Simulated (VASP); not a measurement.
ScSi3, 4 atoms in the cell. The structure is cubic, space group Pm-3m (No. 221). The conventional cell has a = 4.018 Å, b = 4.018 Å, c = 4.018 Å, α = 90.00°, β = 90.00°, γ = 90.00°. Sc (site symmetry m-3m) has 12 Si at 2.84 Å within 3.7 Å. Within 3.7 Å of Si (site symmetry 4/mmm) lie 4 Sc at 2.84 Å and 8 Si at 2.84 Å.  This cell differs from its parent crystal: volume scaled by 1.040.

```yaml
Program: VASP 6.6.1
Task: single point
Functional: PBE
Potentials_or_basis: VASP PAW PBE potentials, release 64 (Sc_sv, Si)
Cutoff: 520 eV
k_mesh: 8 × 8 × 8
Occupations: gaussian, width 0.05 eV
Spin: no spin polarisation
Dipole_correction: no
Further_INCAR_settings: ALGO = Normal; EDIFF = 1e-06; NBANDS = 20
```

Potentials or basis: VASP PAW PBE potentials, release 64 (Sc_sv, Si).

Run with:

```sh
$ cat potpaw_PBE.64/Sc_sv/POTCAR potpaw_PBE.64/Si/POTCAR > POTCAR
$ mpirun -np 1 vasp_std > vasp.out
```

Hardware: 1 thread of Intel(R) Xeon(R) Platinum 8559C (Emerald Rapids), on a shared host.

Problem. Estimate the wall time of this run.

Solution. It took 26 s on 1 thread of Intel(R) Xeon(R) Platinum 8559C (Emerald Rapids), on a shared host, peak memory 0.18 GiB. Counts: scf iterations 13, k points 35.
